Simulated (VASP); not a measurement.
Crystal: Hf3TiO3.

```
Hf Ti O
1.0
     2.57718    1.48793    4.42729
    -2.57718    1.48793    4.42729
     0.00000   -2.97587    4.42729
Hf Ti O
3 1 3
Direct
  0.00000 0.50000 0.50000
  0.50000 0.50000 0.00000
  0.50000 0.00000 0.50000
  0.00000 0.00000 0.00000
  0.50000 0.00000 0.00000
  0.00000 0.00000 0.50000
  0.00000 0.50000 0.00000
```

The cell was built from a structure type or drawn by symmetry, and may not be a known phase.

| Property | Result |
| --- | --- |
| Program | VASP 6.6.1 |
| Task | relaxation of cell and atoms |
| Functional | PBE |
| Potentials or basis | VASP PAW PBE potentials, release 64 (Hf_pv, Ti_sv, O) |
| Cutoff | 600 eV |
| k mesh | 4 × 4 × 4 |
| Occupations | gaussian, width 0.2 eV |
| Spin | collinear spin |
| Starting moments | [0.0, 0.0, 0.0, 1.0, 0.0, 0.0, 0.0] μB |

At the start: pressure 9.9 GPa; volume 14.55 Å³/atom.

Task: Where does the relaxation end?

Result: Over 10 steps the energy falls by 2395.0 meV/atom and the volume is 12.70 Å³/atom (-12.7 %); space group R-3m (No. 166, to 0.1 Å) before, Pm-3m (No. 221, to 0.1 Å); moment 0.00 μB per cell.

Step by step:
```
step  energy change (eV)  largest force (eV/Å)  pressure (GPa)  volume (Å³)
   1              0.0000                0.0000            9.88       101.86
   2            -14.7552                0.0000          -21.41       105.97
   3            -14.8109                0.0000          -21.50       105.87
   4            -15.7860                0.0000           31.53        78.91
   5            -16.4843                0.0000            3.07        87.98
   6            -16.4846                0.0000            3.85        87.64
   7            -16.6863                0.0000            3.43        87.63
   8            -16.7502                0.0000            3.40        87.47
   9            -16.7301                0.0000           -4.84        91.19
  10            -16.7653                0.0000           -0.03        88.92
```

Final structure:
```
Hf Ti O
1.0
     3.14782    1.81740    2.59054
    -3.14782    1.81740    2.59054
     0.00000   -3.63479    2.59054
Hf Ti O
3 1 3
Direct
  0.00000 0.50000 0.50000
  0.50000 0.50000 0.00000
  0.50000 0.00000 0.50000
  0.00000 0.00000 0.00000
  0.50000 0.00000 0.00000
  0.00000 0.00000 0.50000
  0.00000 0.50000 0.00000
```

Caveat: the k points lie up to 0.35 Å⁻¹ apart in the final cell, too coarse for converged energies and pressures of a metal; a cell axis changed by over 15 % at a fixed basis, so the end point is rough.
